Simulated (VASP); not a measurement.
A run of VASP 6.6.1:

INCAR

```
SYSTEM = GaAs
PREC = Accurate
ENCUT = 500
EDIFF = 1E-8
ISMEAR = 0
SIGMA = 0.01
LREAL = .FALSE.
LASPH = .TRUE.
NELM = 120
ALGO = Normal
ISIF = 2
LWAVE = .FALSE.
LCHARG = .FALSE.
IBRION = 8
NSW = 1
GGA_COMPAT = .FALSE.
```

File KPOINTS:

```
Automatic mesh
0
G
  8 8 8
  0 0 0
```

Contents of POSCAR:

```
GaAs
1.0
    2.8014470115      2.8014470115      0.0000000000
   -2.8014470115      2.8014470115      0.0000000000
    0.0000000000      2.8014470115      2.8014470115
Ga As
1 1
Direct
    0.0000000000      0.0000000000      0.0000000000
    0.7500000000      0.2500000000      0.5000000000
```

Potentials or basis: VASP PAW LDA potentials, release 64 (Ga_d, As).

Command:

```bash
$ cat potpaw_LDA.64/Ga_d/POTCAR potpaw_LDA.64/As/POTCAR > POTCAR
$ mpirun -np 1 vasp_std > vasp.out
```

Hardware: 1 thread of Intel(R) Xeon(R) Platinum 8259CL CPU @ 2.50GHz (Skylake/Cascade Lake), with other jobs on the host.

How long does it take, and how much memory?

Run time: 3 min on 1 thread of Intel(R) Xeon(R) Platinum 8259CL CPU @ 2.50GHz (Skylake/Cascade Lake), with other jobs on the host, peak memory 0.27 GiB. Counts: scf iterations 45, k points 29.
